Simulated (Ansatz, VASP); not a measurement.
## One calculation of Sn, two programs

The input INCAR:

```
PREC = Accurate ; ENCUT = 520
EDIFF = 1E-7 ; ISMEAR = 0
SIGMA = 0.15 ; LREAL = F
LASPH = T ; NELM = 80
ALGO = Fast ; ISIF = 2
LWAVE = F ; LCHARG = F
GGA = PS ; NBANDS = 13
```

KPOINTS

```
regular mesh
0
Gamma
  20 20 20
```

POSCAR

```
Sn
1.0
   -2.1267818233      2.1267818233      1.5036347491
    2.1267818233     -2.1267818233      1.5036347491
    2.1267818233      2.1267818233     -1.5036347491
Sn
1
Direct
    0.0000000000      0.0000000000      0.0000000000
```

Input for Ansatz:

```yaml
crystal:
  lattice:
    - [-2.1267818233, 2.1267818233, 1.5036347491]
    - [2.1267818233, -2.1267818233, 1.5036347491]
    - [2.1267818233, 2.1267818233, -1.5036347491]
  atoms:
    - { symbol: Sn, position: [0.0, 0.0, 0.0] }
basis:
  ecutwfc: 420
kpoints:
  mp_grid: { grid: [20, 20, 20] }
hamiltonian:
  xc: pbesol
scf:
  occupations: { method: gaussian, width: 0.15 }
output:
  forces: true
  stress: true
  eigenvalues: true
```

Alike in both runs: task single point; functional PBEsol; k mesh 20 × 20 × 20; occupations gaussian, width 0.15 eV; no spin polarisation.

|  | VASP | Ansatz |
| --- | --- | --- |
| version | VASP 6.6.1 | Ansatz 0.2.0 |
| potentials or method | VASP PAW PBE potentials, release 64 (Sn_d), cutoff 520 eV | scalar-relativistic, plane waves, PAW |
| valence electrons in the cell | 14 | 14 |

```csv
,VASP,Ansatz,Ansatz less VASP
gap on the k mesh at the Fermi level (eV),none,none,-
pressure (GPa),0.5,0.6,+0.05
"traceless stress, the component that is largest in VASP (GPa)",5.37,5.37,-0.001
```

VASP's potentials were made for PBE, not for PBEsol. A gap of «none» marks a metal or a gap that the smearing closes.
